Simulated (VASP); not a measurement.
# BAs: single point with PBE

Crystal: BAs.

```xyz
2
Lattice="0.0000 2.3885 2.3885 2.3885 0.0000 2.3885 2.3885 2.3885 0.0000" Properties=species:S:1:pos:R:3 pbc="T T T"
B     0.0000    0.0000    0.0000
As    1.1943    1.1943    1.1943
```

| Quantity | Value |
| --- | --- |
| Program | VASP 6.6.1 |
| Task | single point |
| Functional | PBE |
| Potentials or basis | VASP PAW PBE potentials, release 64 (B, As) |
| Cutoff | 520 eV |
| k mesh | 8 × 8 × 8 |
| Occupations | gaussian, width 0.02 eV |
| Spin | no spin polarisation |

| Property | Result |
| --- | --- |
| Pressure | 3.4 GPa |
| Band gap on the k mesh | 1.19 eV, indirect (least direct gap 3.28 eV) |

Levels at points of the mesh, in eV from the valence-band top:
```
           k point  band 1  band 2  band 3  band 4  band 5  band 6  band 7  band 8  band 9
(0.00, 0.00, 0.00)  -15.40    0.00    0.00    0.00    3.28    3.28    3.28    4.69    9.58
(0.50, 0.00, 0.00)  -12.53   -8.79   -1.82   -1.82    2.69    4.78    4.78    8.86   12.72
(0.50, 0.50, 0.00)  -11.21   -8.53   -4.08   -4.08    1.43    1.44   11.37   11.37   12.86
```

It took 9 s on 1 thread of Intel(R) Xeon(R) Platinum 8488C (Sapphire Rapids) (shared host), peak memory 0.16 GiB.

A k mesh can miss the band edges.
